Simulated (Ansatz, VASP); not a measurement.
## One calculation of SnO2, two programs

```xyz
6
Lattice="4.7062 0.0000 0.0000 0.0000 4.7062 0.0000 0.0000 0.0000 3.1651" Properties=species:S:1:pos:R:3 pbc="T T T"
Sn    2.3531    2.3531    1.5826
Sn    0.0000    0.0000    0.0000
O     3.7984    0.9078    1.5826
O     3.2609    3.2609    0.0000
O     0.9078    3.7984    1.5826
O     1.4453    1.4453    0.0000
```

Alike in both runs: task single point; functional r2SCAN; dispersion rVV10; k mesh 6 × 6 × 8; occupations fermi-dirac, width 0.05 eV; no spin polarisation.

```csv
,VASP,Ansatz
version,VASP 6.6.1,Ansatz 0.2.0
potentials or method,"VASP PAW PBE potentials, release 64 (Sn_d, O)",Ansatz PAW
plane-wave cutoff (eV),520,500
valence electrons in the cell,52,52
```

|  | VASP | Ansatz | Ansatz less VASP |
| --- | --- | --- | --- |
| gap on the k mesh at the Fermi level (eV) | 2.21 | 2.18 | -0.032 |
| least direct gap on the mesh (eV) | 2.21 | 2.18 | -0.032 |
| pressure (GPa) | 8.2 | 6.8 | -1.40 |
| traceless stress, the component that is largest in VASP (GPa) | 2.44 | 1.96 | -0.481 |
| rms of the force components (eV/Å) | 0.178 | 0.160 | -0.0177 |

VASP's potentials were made for PBE, not for r2SCAN. Atom by atom the forces differ by 0.018 eV/Å (rms over components).
